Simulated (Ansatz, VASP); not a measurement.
## MnS: VASP beside Ansatz

INCAR

```
SYSTEM = MnS
PREC = Accurate ; ENCUT = 520
EDIFF = 1E-6 ; ISMEAR = -1
SIGMA = 0.05 ; LREAL = .FALSE.
LASPH = .TRUE. ; NELM = 150
ALGO = Normal ; ISIF = 2
LWAVE = .FALSE. ; LCHARG = .TRUE.
ISPIN = 2 ; MAGMOM = 4 0
LORBIT = 11 ; LMAXMIX = 4
GGA = PS ; LELF = .TRUE.
LVHAR = .TRUE. ; NBANDS = 20
```

KPOINTS

```
regular mesh
0
G
  9 9 9
  0 0 0
```

File POSCAR:

```
MnS
1.0
    0.0000000000      2.4898444489      2.4898444489
    2.4898444489      0.0000000000      2.4898444489
    2.4898444489      2.4898444489      0.0000000000
Mn S
1 1
Direct
    0.0000000000      0.0000000000      0.0000000000
    0.7500000000      0.7500000000      0.7500000000
```

The input input.yaml:

```yaml
crystal:
  lattice:
    - [0.0, 2.4898444489, 2.4898444489]
    - [2.4898444489, 0.0, 2.4898444489]
    - [2.4898444489, 2.4898444489, 0.0]
  atoms:
    - { symbol: Mn, position: [0.0, 0.0, 0.0], spin: 4.0 }
    - { symbol: S, position: [0.75, 0.75, 0.75] }
kpoints:
  mp_grid: { grid: [9, 9, 9] }
scf:
  occupations: { method: fermi_dirac, width: 0.05 }
hamiltonian:
  xc: pbesol
  pseudopotentials: { kind: all_electron, lapw: { basis_error: 0.0005 } }
magnetization:
  spin_polarized: true
output:
  forces: true
  stress: true
  eigenvalues: true
```

Change from the starting cell: volume scaled by 1.02.

Alike in both runs: task single point; functional PBEsol; k mesh 9 × 9 × 9; occupations fermi-dirac, width 0.05 eV; collinear spin.

|  | VASP | Ansatz |
| --- | --- | --- |
| version | VASP 6.6.1 | Ansatz 0.2.0 |
| potentials or method | VASP PAW PBE potentials, release 64 (Mn_pv, S), cutoff 520 eV | all-electron LAPW, scalar-relativistic |

|  | VASP | Ansatz | Ansatz less VASP |
| --- | --- | --- | --- |
| gap on the k mesh at the Fermi level (eV) | none | none | - |
| pressure (GPa) | -5.4 | -5.6 | -0.21 |
| net moment per atom (μB) | 0.13 | 0.13 | +0.004 |
| size of the moment on the site where the two differ most (μB) | 0.25 | 0.25 | +0.003 |

VASP's potentials were made for PBE, not for PBEsol. Site moments also hang on the region over which each program counts them. A gap of «none» marks a metal or a gap that the smearing closes. Ansatz ran all-electron here, and VASP with PAW potentials.
